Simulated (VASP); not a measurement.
A run of VASP 6.6.1:

File INCAR:

```
SYSTEM = Pd
  PREC = Accurate
  ENCUT = 520
  EDIFF = 1E-8
  ISMEAR = -1
  SIGMA = 0.05
  LREAL = .FALSE.
  LASPH = .TRUE.
  NELM = 100
  ALGO = Normal
  ISIF = 2
  LWAVE = .FALSE.
  LCHARG = .FALSE.
  GGA = PS
  LEFG = .TRUE.
  NBANDS = 11
```

The input KPOINTS:

```
Automatic mesh
0
G
  18 18 18
  0 0 0
```

POSCAR

```
Pd
1.0
    0.0000000000      1.9186143454      1.9186143454
    1.9186143454      0.0000000000      1.9186143454
    1.9186143454      1.9186143454      0.0000000000
Pd
1
Direct
    0.0000000000      0.0000000000      0.0000000000
```

Potentials or basis: VASP PAW PBE potentials, release 64 (Pd).

Run with:

```sh
$ cat potpaw_PBE.64/Pd/POTCAR > POTCAR
$ mpirun -np 1 vasp_std > vasp.out
```

Hardware: 1 thread of Intel Xeon 6975P-C, with other jobs on the host.

Problem. Estimate the wall time of this run.

Solution. Wall time 21 s on 1 thread of Intel Xeon 6975P-C, on a shared host, peak memory 0.15 GiB. Counts: scf iterations 14, k points 195.
